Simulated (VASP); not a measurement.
A run of VASP 6.6.1 is set up as follows.

INCAR

```
PREC = Accurate ; ENCUT = 600
EDIFF = 1E-6 ; ISMEAR = 0
SIGMA = 0.1 ; LREAL = False
LASPH = True ; NELM = 200
ALGO = Normal ; ISIF = 2
LWAVE = False ; LCHARG = False
ISPIN = 2 ; MAGMOM = 0 0 0 0 1
LORBIT = 11 ; LMAXMIX = 4
GGA = PE ; NBANDS = 41
GGA_COMPAT = False
```

File KPOINTS:

```
Automatic mesh
0
Gamma
  6 6 4
```

Contents of POSCAR:

```
Cu4Mo
1.0
    4.1552165328      0.0000000000      0.0000000000
   -2.0776082664      3.5985230756      0.0000000000
    0.0000000000      0.0000000000      4.8158639258
Cu Mo
4 1
Direct
    0.3333333333      0.6666666667      0.7567700984
    0.3333333333      0.6666666667      0.2432299016
    0.6666666667      0.3333333333      0.2432299016
    0.6666666667      0.3333333333      0.7567700984
    0.0000000000      0.0000000000      0.5000000000
```

Potentials or basis: VASP PAW PBE potentials, release 64 (Cu, Mo_sv).

Launch:

```sh
$ cat potpaw_PBE.64/Cu/POTCAR potpaw_PBE.64/Mo_sv/POTCAR > POTCAR
$ mpirun -np 1 vasp_std > vasp.out
```

(1) What does it give for the band gap on the k mesh?

(2) Predict the net moment.

(3) What does it give for the pressure?

Answers

(1) zero (filled and empty bands overlap).

(2) 0.00 μB per cell.

(3) 0.4 GPa.
